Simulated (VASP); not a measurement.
# ZnS (Fm-3m) in VASP: notebook

ZnS is run at these levels: PBE; tasks: single point, relaxation of cell and atoms.

Everything below comes from runs of VASP 6.6.1. Logs are shortened: lines on timing, memory, paths and dates and some standing lists are left out, and cuts for length are marked.

### 1 The cell of the first run

Symmetry: Fm-3m, No. 225, cubic system. The conventional cell has a = 5.096 Å, b = 5.096 Å, c = 5.096 Å, α = 90.00°, β = 90.00°, γ = 90.00°. Within 3.4 Å of Zn (site symmetry m-3m) lie 6 S at 2.55 Å. Within 3.4 Å of S (site symmetry m-3m) lie 6 Zn at 2.55 Å.

### 2 Single point, PBE

File INCAR:

```
ALGO     = Normal         # electronic algorithm
EDIFF    = 1E-6           # SCF threshold, eV
ENCUT    = 520            # plane-wave cutoff, eV
GGA      = PE             # functional
ISIF     = 2              # what is computed and relaxed
ISMEAR   = 0              # smearing method
LASPH    = T              # aspherical terms in the spheres
LCHARG   = T              # write CHGCAR
LELF     = T              # ELF
LREAL    = F              # projectors in reciprocal space
LVHAR    = T            
LWAVE    = F              # write WAVECAR
NBANDS   = 16             # bands
NELM     = 100            # most SCF steps
PREC     = Accurate       # precision mode
SIGMA    = 0.1            # smearing width, eV
```

File KPOINTS:

```
k-points
0
Gamma
  8 8 8
```

File POSCAR:

```
ZnS
1.0
    0.0000000000      2.5482228771      2.5482228771
    2.5482228771      0.0000000000      2.5482228771
    2.5482228771      2.5482228771      0.0000000000
Zn S
1 1
Direct
    0.0000000000      0.0000000000      0.0000000000
    0.5000000000      0.5000000000      0.5000000000
```

Potentials or basis: VASP PAW PBE potentials, release 64 (Zn, S).

The run is started by

```bash
$ cat potpaw_PBE.64/Zn/POTCAR potpaw_PBE.64/S/POTCAR > POTCAR
$ mpirun -np 1 vasp_std > vasp.out
```

OUTCAR:

```text
EDIFF = 1E-6
   ENCUT = 520
   GGA = PE
   ISIF = 2
   ISMEAR = 0
   LASPH = T
   LREAL = F
   NELM = 100
   PREC = Accurate

 ion  position               nearest neighbor table
   1  0.000  0.000  0.000-   2 2.55   2 2.55   2 2.55   2 2.55   2 2.55   2 2.55
   2  0.500  0.500  0.500-   1 2.55   1 2.55   1 2.55   1 2.55   1 2.55   1 2.55

  LATTYP: Found a face centered cubic cell.
 ALAT       =     5.0964457542

  Lattice vectors:

 A1 = (   0.0000000000,   2.5482228771,   2.5482228771)
 A2 = (   2.5482228771,   0.0000000000,   2.5482228771)
 A3 = (   2.5482228771,   2.5482228771,   0.0000000000)

Analysis of symmetry for initial positions (statically):
=====================================================================
 Subroutine PRICEL returns:
 Original cell was already a primitive cell.

 Routine SETGRP: Setting up the symmetry group for a
 face centered cubic supercell.

 Subroutine GETGRP returns: Found 48 space group operations
 (whereof 48 operations were pure point group operations)
 out of a pool of 48 trial point group operations.

The static configuration has the point symmetry O_h .

Analysis of symmetry for dynamics (positions and initial velocities):
=====================================================================
 Subroutine PRICEL returns:
 Original cell was already a primitive cell.

 Routine SETGRP: Setting up the symmetry group for a
 face centered cubic supercell.

 Subroutine GETGRP returns: Found 48 space group operations
 (whereof 48 operations were pure point group operations)
 out of a pool of 48 trial point group operations.

The dynamic configuration has the point symmetry O_h .

 Subroutine INISYM returns: Found 48 space group operations
 (whereof 48 operations are pure point group operations),
 and found     1 'primitive' translations

----------------------------------------------------------------------------------------

                                     Primitive cell

  volume of cell :      33.0935

  direct lattice vectors                    reciprocal lattice vectors
     0.000000000  2.548222877  2.548222877    -0.196215176  0.196215176  0.196215176
     2.548222877  0.000000000  2.548222877     0.196215176 -0.196215176  0.196215176
     2.548222877  2.548222877  0.000000000     0.196215176  0.196215176 -0.196215176

  length of vectors
     3.603731353  3.603731353  3.603731353     0.339854654  0.339854654  0.339854654

  position of ions in fractional coordinates (direct lattice)
     0.000000000  0.000000000  0.000000000
[... 73 lines left out ...]
   LNONCOLLINEAR =      F non collinear calculations
   LSORBIT =      F    spin-orbit coupling
   LASPH  =      T    aspherical Exc in radial PAW
   ENCUT  =  520.0 eV  38.22 Ry    6.18 a.u.   6.70  6.70  6.70*2*pi/ulx,y,z
   NELM   =    100;   NELMIN=  2; NELMDL= -5     # of ELM steps
   EDIFF  = 0.1E-05   stopping-criterion for ELM
   LREAL  =      F    real-space projection
   EDIFFG = 0.1E-04   stopping-criterion for IOM
   NSW    =      0    number of steps for IOM
   IBRION =     -1    ionic relax: 0-MD 1-quasi-New 2-CG
   NFREE  =      0    steps in history (QN), initial steepest desc. (CG)
   ISIF   =      2    stress and relaxation
   ISYM   =      2    0-nonsym 1-usesym 2-fastsym
   POTIM  = 0.5000    time-step for ionic-motion
   TEBEG  =    0.0;   TEEND  =   0.0 temperature during run
   PSTRESS=    0.0 pullay stress
   NELECT =      18.0000    total number of electrons
   NUPDOWN=      -1.0000    fix difference up-down
   EMIN   =  10.00;   EMAX   =-10.00  energy-range for DOS
   EFERMI =   0.00;   METHOD = LEGACY
   ISMEAR =     0;   SIGMA  =   0.10  broadening in eV -4-tet -1-fermi 0-gaus
   EFERMI_NEDOS =   21; number of points for ismear=-14 and -15
   IALGO  =     38    algorithm
   IMIX   =      4    mixing-type and parameters
     AMIX     =   0.40;   BMIX     =  1.00
     AMIX_MAG =   1.60;   BMIX_MAG =  1.00
  volume/ion in A,a.u.               =      16.55       111.66
  Fermi-wavevector in a.u.,A,eV,Ry     =   1.336344  2.525324 24.297491  1.785815
  Thomas-Fermi vector in A             =   2.464978
   LORBIT       =      0    0 simple, 1 ext, 2 COOP (PROOUT), +10 PAW based schemes
   GGA     = PE    functional components
   LHFCALC =     F    Hartree Fock is set to
   AEXX    =    0.0000 exact exchange contribution
   IVDW    =     0    specifies the selected vdW correction
   LEPSILON=     F    determine dielectric tensor
   LRPA    =     F    only Hartree local field effects (RPA)
 non-spin polarized calculation
 Gauss-broadening in eV      SIGMA  =   0.10
  energy-cutoff  :      520.00
  volume of cell :       33.09
 maximum number of plane-waves:       905
   NGX = 13   NGY = 13   NGZ = 13

 number of electron      18.0000004 magnetization

 Free energy of the ion-electron system (eV)
  ---------------------------------------------------
  ext. energy  EPLUGINS =         0.00000000
  ---------------------------------------------------
  free energy    TOTEN  =        -6.21626925 eV

  energy without entropy =       -6.21487105  energy(sigma->0) =       -6.21557015

 E-fermi :   3.9231     XC(G=0): -10.8072

 val. band max:        3.8407048193   @ k =  -0.2500   0.1250   0.0000
 cond. band min:       4.3851531031   @ k =   0.3750   0.3750   0.0000
 fundamental gap:      0.5444482839
 Fermi energy:         3.9230577171

 k-point     1 :       0.0000    0.0000    0.0000
  band No.  band energies     occupation
      1      -9.9495      2.00000
      2      -2.4249      2.00000
      3      -2.4249      2.00000
      4      -2.4105      2.00000
      5      -2.4105      2.00000
      6      -2.4105      2.00000
[... 433 lines left out ...]
      3      -2.6538      2.00000
      4      -2.6029      2.00000
      5      -2.2414      2.00000
      6      -2.2142      2.00000
[... 8 lines left out ...]
     15      16.5977      0.00000
     16      19.5908      0.00000

 [... further k-points ...]
[... 5 lines left out ...]
  --------------------------------------------------------------------------------------
  -------------------------------------------------------------------------------------
  Total        0.1053892      0.1053892      0.1053892      0.0000000      0.0000000     -0.0000000
  in kB        5.1022801      5.1022801      5.1022801      0.0000000      0.0000000     -0.0000000
  external PRESSURE =       5.1022801 kB  Pullay stress =       0.0000000 kB

 VOLUME and BASIS-vectors are now :
 -----------------------------------------------------------------------------
  energy-cutoff  :      520.00
  volume of cell :       33.09
      direct lattice vectors                 reciprocal lattice vectors
     0.000000000  2.548222877  2.548222877    -0.196215176  0.196215176  0.196215176
     2.548222877  0.000000000  2.548222877     0.196215176 -0.196215176  0.196215176
     2.548222877  2.548222877  0.000000000     0.196215176  0.196215176 -0.196215176

 POSITION                                       TOTAL-FORCE (eV/Angst)
 -----------------------------------------------------------------------------------
      0.00000      0.00000      0.00000         0.000000      0.000000      0.000000
      2.54822      2.54822      2.54822        -0.000000     -0.000000     -0.000000
 -----------------------------------------------------------------------------------
    total drift:                               -0.000000      0.000000      0.000000

  FREE ENERGIE OF THE ION-ELECTRON SYSTEM (eV)
  ---------------------------------------------------
  free  energy   TOTEN  =        -6.2162692460 eV

  energy  without entropy=       -6.2148710518  energy(sigma->0) =       -6.21557015
```

Run time: 38 s. Hardware: 1 thread of AMD EPYC 7R13, shared host; peak memory 0.13 GiB.

Results:

```yaml
Free_energy: -6.2163 eV
Pressure: 0.5 GPa
Band_gap_on_the_k_mesh: zero (band 9 reaches 3.84 eV, above the bottom of band 10 at 3.55 eV)
```

### 3 Relaxation of cell and atoms, PBE

This run uses another cell than the first one, of 15.19 Å³/atom, 0.918 times its volume.

File INCAR:

```
SYSTEM = ZnS
PREC = Accurate
ENCUT = 600
EDIFF = 1E-7
ISMEAR = 0
SIGMA = 0.1
LREAL = .False.
LASPH = .True.
NELM = 60
ALGO = Normal
ISIF = 3
LWAVE = .False.
LCHARG = .False.
GGA = PE
IBRION = 2
NSW = 80
EDIFFG = -0.05
```

File KPOINTS:

```
regular mesh
0
Gamma
  8 8 8
  0 0 0
```

File POSCAR:

```
ZnS
1.0
    0.0000000000      2.4766487089      2.4766487089
    2.4766487089      0.0000000000      2.4766487089
    2.4766487089      2.4766487089      0.0000000000
Zn S
1 1
Direct
    0.0000000000      0.0000000000      0.0000000000
    0.5000000000      0.5000000000      0.5000000000
```

Potentials or basis: VASP PAW PBE potentials, release 64 (Zn, S).

The run is started by

```bash
$ cat potpaw_PBE.64/Zn/POTCAR potpaw_PBE.64/S/POTCAR > POTCAR
$ mpirun -np 1 vasp_std > vasp.out
```

OUTCAR:

```text
SYSTEM = ZnS
   PREC = Accurate
   ENCUT = 600
   EDIFF = 1E-7
   ISMEAR = 0
   LREAL = .False.
   LASPH = .True.
   NELM = 60
   ISIF = 3
   GGA = PE
   IBRION = 2
   NSW = 80
   EDIFFG = -0.05

 ion  position               nearest neighbor table
   1  0.000  0.000  0.000-   2 2.48   2 2.48   2 2.48   2 2.48   2 2.48   2 2.48
   2  0.500  0.500  0.500-   1 2.48   1 2.48   1 2.48   1 2.48   1 2.48   1 2.48

  LATTYP: Found a face centered cubic cell.
 ALAT       =     4.9532974178

  Lattice vectors:

 A1 = (   0.0000000000,   2.4766487089,   2.4766487089)
 A2 = (   2.4766487089,   0.0000000000,   2.4766487089)
 A3 = (   2.4766487089,   2.4766487089,   0.0000000000)

Analysis of symmetry for initial positions (statically):
=====================================================================
 Subroutine PRICEL returns:
 Original cell was already a primitive cell.

 Routine SETGRP: Setting up the symmetry group for a
 face centered cubic supercell.

 Subroutine GETGRP returns: Found 48 space group operations
 (whereof 48 operations were pure point group operations)
 out of a pool of 48 trial point group operations.

The static configuration has the point symmetry O_h .

Analysis of symmetry for dynamics (positions and initial velocities):
=====================================================================
 Subroutine PRICEL returns:
 Original cell was already a primitive cell.

 Routine SETGRP: Setting up the symmetry group for a
 face centered cubic supercell.

 Subroutine GETGRP returns: Found 48 space group operations
 (whereof 48 operations were pure point group operations)
 out of a pool of 48 trial point group operations.

The dynamic configuration has the point symmetry O_h .

 Subroutine INISYM returns: Found 48 space group operations
 (whereof 48 operations are pure point group operations),
 and found     1 'primitive' translations

----------------------------------------------------------------------------------------

                                     Primitive cell

  volume of cell :      30.3825

  direct lattice vectors                    reciprocal lattice vectors
[... 100 lines left out ...]
   EMIN   =  10.00;   EMAX   =-10.00  energy-range for DOS
   EFERMI =   0.00;   METHOD = LEGACY
   ISMEAR =     0;   SIGMA  =   0.10  broadening in eV -4-tet -1-fermi 0-gaus
   EFERMI_NEDOS =   21; number of points for ismear=-14 and -15
   IALGO  =     38    algorithm
   IMIX   =      4    mixing-type and parameters
     AMIX     =   0.40;   BMIX     =  1.00
     AMIX_MAG =   1.60;   BMIX_MAG =  1.00
  volume/ion in A,a.u.               =      15.19       102.52
  Fermi-wavevector in a.u.,A,eV,Ry     =   1.374964  2.598305 25.722160  1.890525
  Thomas-Fermi vector in A             =   2.500343
   LORBIT       =      0    0 simple, 1 ext, 2 COOP (PROOUT), +10 PAW based schemes
   GGA     = PE    functional components
   LHFCALC =     F    Hartree Fock is set to
   AEXX    =    0.0000 exact exchange contribution
   IVDW    =     0    specifies the selected vdW correction
   LEPSILON=     F    determine dielectric tensor
   LRPA    =     F    only Hartree local field effects (RPA)
 conjugate gradient relaxation of ions
 non-spin polarized calculation
 Gauss-broadening in eV      SIGMA  =   0.10
  energy-cutoff  :      600.00
  volume of cell :       30.38
 maximum number of plane-waves:      1036
   NGX = 13   NGY = 13   NGZ = 13

--------------------------------------- Ionic step        1  -------------------------------------------

 number of electron      17.9999990 magnetization

 Free energy of the ion-electron system (eV)
  ---------------------------------------------------
  ext. energy  EPLUGINS =         0.00000000
  ---------------------------------------------------
  free energy    TOTEN  =        -6.13491979 eV

  energy without entropy =       -6.13352514  energy(sigma->0) =       -6.13422246

 E-fermi :   4.8733     XC(G=0): -11.2338

 val. band max:        4.7910379048   @ k =  -0.2500   0.1250   0.0000
 cond. band min:       5.3055561978   @ k =   0.3750   0.3750   0.0000
 fundamental gap:      0.5145182930
 Fermi energy:         4.8733499797

 k-point     1 :       0.0000    0.0000    0.0000
  band No.  band energies     occupation
      1      -9.7293      2.00000
      2      -1.7072      2.00000
      3      -1.7072      2.00000
      4      -1.6905      2.00000
      5      -1.6905      2.00000
      6      -1.6905      2.00000
      7       4.0820      2.00000
      8       4.0820      2.00000
      9       4.0820      2.00000
     10       7.2393      0.00000
     11      13.8000      0.00000
     12      13.8000      0.00000
     13      13.8000      0.00000
[... 439 lines left out ...]
--------------------------------------- Ionic step        3  -------------------------------------------

 number of electron      18.0000001 magnetization

 Free energy of the ion-electron system (eV)
  ---------------------------------------------------
  ext. energy  EPLUGINS =         0.00000000
  ---------------------------------------------------
  free energy    TOTEN  =        -6.21582230 eV

  energy without entropy =       -6.21442357  energy(sigma->0) =       -6.21512293

 E-fermi :   3.8634     XC(G=0): -10.7795

 val. band max:        3.7810036760   @ k =  -0.2500   0.1250   0.0000
 cond. band min:       4.3266932271   @ k =   0.3750   0.3750   0.0000
 fundamental gap:      0.5456895511
 Fermi energy:         3.8633670951

 k-point     1 :       0.0000    0.0000    0.0000
  band No.  band energies     occupation
      1      -9.9641      2.00000
      2      -2.4718      2.00000
      3      -2.4718      2.00000
      4      -2.4575      2.00000
      5      -2.4575      2.00000
      6      -2.4575      2.00000
      7       3.2074      2.00000
      8       3.2074      2.00000
      9       3.2074      2.00000
     10       5.5616      0.00000
     11      12.8498      0.00000
     12      12.8498      0.00000
     13      12.8498      0.00000
[... 397 lines left out ...]
  FREE ENERGIE OF THE ION-ELECTRON SYSTEM (eV)
  ---------------------------------------------------
  free  energy   TOTEN  =        -6.2158222983 eV

  energy  without entropy=       -6.2144235706  energy(sigma->0) =       -6.21512293

 reached required accuracy - stopping structural energy minimisation
```

CONTCAR:

```text
ZnS
   1.00000000000000
     0.0000000000000000    2.5530081267456541    2.5530081267456541
     2.5530081267456541    0.0000000000000000    2.5530081267456541
     2.5530081267456541    2.5530081267456541   -0.0000000000000000
  Zn              S
     1     1
Direct
     0.0000000000000000    0.0000000000000000    0.0000000000000000
     0.5000000000000000    0.5000000000000000    0.5000000000000000

  0.00000000E+00  0.00000000E+00  0.00000000E+00
  0.00000000E+00  0.00000000E+00  0.00000000E+00
```

It took 81 s on 1 thread of AMD EPYC 7R13, shared host; peak memory 0.14 GiB.

What came out:

```yaml
Free_energy: -6.2158 eV
Relaxed_volume: 16.64 Å³/atom
Relaxed_cell: a = 3.610 Å, b = 3.610 Å, c = 3.610 Å, α = 60.00°, β = 60.00°, γ = 60.00°
Space_group_after_relaxing_to_0.05_Å: Fm-3m (No. 225)
Energy_gained_by_relaxing: 40.5 meV/atom
Ionic_steps: 3
Pressure_after_relaxing: 0.0 GPa
Band_gap_on_the_k_mesh: zero (band 9 reaches 3.78 eV, above the bottom of band 10 at 3.49 eV)
```

The path:
| step | energy change (eV) | largest force (eV/Å) | pressure (GPa) | volume (Å³) |
| --- | --- | --- | --- | --- |
| 1 | 0.0000 | 0.0000 | 9.70 | 30.38 |
| 2 | -0.0677 | 0.0000 | -3.06 | 34.61 |
| 3 | -0.0809 | 0.0000 | 0.02 | 33.28 |

Final structure:
```
Zn S
1.0
     0.00000    2.55301    2.55301
     2.55301    0.00000    2.55301
     2.55301    2.55301    0.00000
Zn S
1 1
Direct
  0.00000 0.00000 0.00000
  0.50000 0.50000 0.50000
```
